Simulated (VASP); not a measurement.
Write the native input for VASP 6.6.1 that does the following.

```
Task                   : single point
Functional             : PBEsol
Potentials or basis    : VASP PAW PBE potentials, release 64 (Pt)
Cutoff                 : 500 eV
k mesh                 : 8 × 8 × 8
Occupations            : gaussian, width 0.1 eV
Spin                   : no spin polarisation
Dipole correction      : no
Further INCAR settings : ALGO = Normal; EDIFF = 1e-06; NBANDS = 11
```

The structure of Pt lies in POSCAR:

```
Pt
1.0
    0.0000000000      1.7469029060      1.7469029060
    1.7469029060      0.0000000000      1.7469029060
    1.7469029060      1.7469029060      0.0000000000
Pt
1
Direct
    0.0000000000      0.0000000000      0.0000000000
```

One way to write it, as run:

INCAR

```
PREC = Accurate
ENCUT = 500
EDIFF = 1E-6
ISMEAR = 0
SIGMA = 0.1
LREAL = False
LASPH = True
NELM = 120
ALGO = Normal
ISIF = 2
LWAVE = False
LCHARG = False
GGA = PS
NBANDS = 11
GGA_COMPAT = False
```

KPOINTS

```
Automatic mesh
0
Gamma
  8 8 8
```

Potentials or basis: VASP PAW PBE potentials, release 64 (Pt).

Launch:

```console
$ cat potpaw_PBE.64/Pt/POTCAR > POTCAR
$ mpirun -np 1 vasp_std > vasp.out
```

It gave:

```yaml
Pressure: 243.4 GPa
Band_gap_on_the_k_mesh: zero (band 5 reaches 20.21 eV, above the bottom of band 6 at 16.13 eV)
```

Caveat: the k points lie up to 0.39 Å⁻¹ apart; the PAW data sets were made with another functional, which shifts forces and pressure a little; spin-orbit coupling is left out, which moves the levels of the heavy elements.

Run time: 4.5 s on 1 thread of Intel(R) Xeon(R) Platinum 8259CL CPU @ 2.50GHz (Skylake/Cascade Lake) (shared host), peak memory 0.12 GiB.
